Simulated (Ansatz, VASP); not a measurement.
## One calculation of Ir, two programs

```
Ir
1.0
     0.00000    1.93535    1.93535
     1.93535    0.00000    1.93535
     1.93535    1.93535    0.00000
Ir
1
Cartesian
  0.0000 0.0000 0.0000
```

Alike in both runs: functional PBE; k mesh 18 × 18 × 18; occupations fermi-dirac, width 0.05 eV; no spin polarisation.

Ansatz relaxed the structure, and its values are those at the end. VASP's run is a single point on that final structure, the one shown.

```csv
,VASP,Ansatz
version,VASP 6.6.1,Ansatz 0.2.0
potentials or method,"VASP PAW PBE potentials, release 64 (Ir)","PAW with Ansatz's default frozen-core files, scalar-relativistic"
plane-wave cutoff (eV),500,420
valence electrons in the cell,9,17
```

|  | VASP | Ansatz | Ansatz less VASP |
| --- | --- | --- | --- |
| pressure (GPa) | 0.5 | 0.0 | -0.47 |

VASP's potentials hold 9 valence electrons a cell and Ansatz's 17, so a difference there can come from the potentials and not from the codes.

Spin-orbit coupling is off throughout.
